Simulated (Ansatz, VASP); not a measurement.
## One calculation of BiBr3, two programs

```xyz
4
Lattice="12.5400 0.0000 0.0000 0.0000 13.0900 0.0000 0.0000 0.0000 10.1900" Properties=species:S:1:pos:R:3 pbc="T T T"
Bi    5.6796    6.5431    5.6891
Br    8.0388    6.5432    4.5000
Br    4.5000    8.5863    4.5000
Br    4.5000    4.5000    4.5000
```

Alike in both runs: task single point; functional PBE; k mesh 1 × 1 × 1; occupations gaussian, width 0.01 eV; non-collinear spin, spin-orbit coupling.

|  | VASP | Ansatz |
| --- | --- | --- |
| version | VASP 6.6.1 | Ansatz 0.2.0 |
| potentials or method | VASP PAW PBE potentials, release 64 (Bi_d, Br), cutoff 520 eV | plane waves, PAW |
| valence electrons in the cell | 36 | 36 |

```tsv
	VASP	Ansatz	Ansatz less VASP
rms of the force components (eV/Å)	0.119	0.123	+0.0034
```

Atom by atom the forces differ by 0.003 eV/Å (rms over components). Ansatz's warnings: structure snapped to symmetry, xc potential rough in thin density.
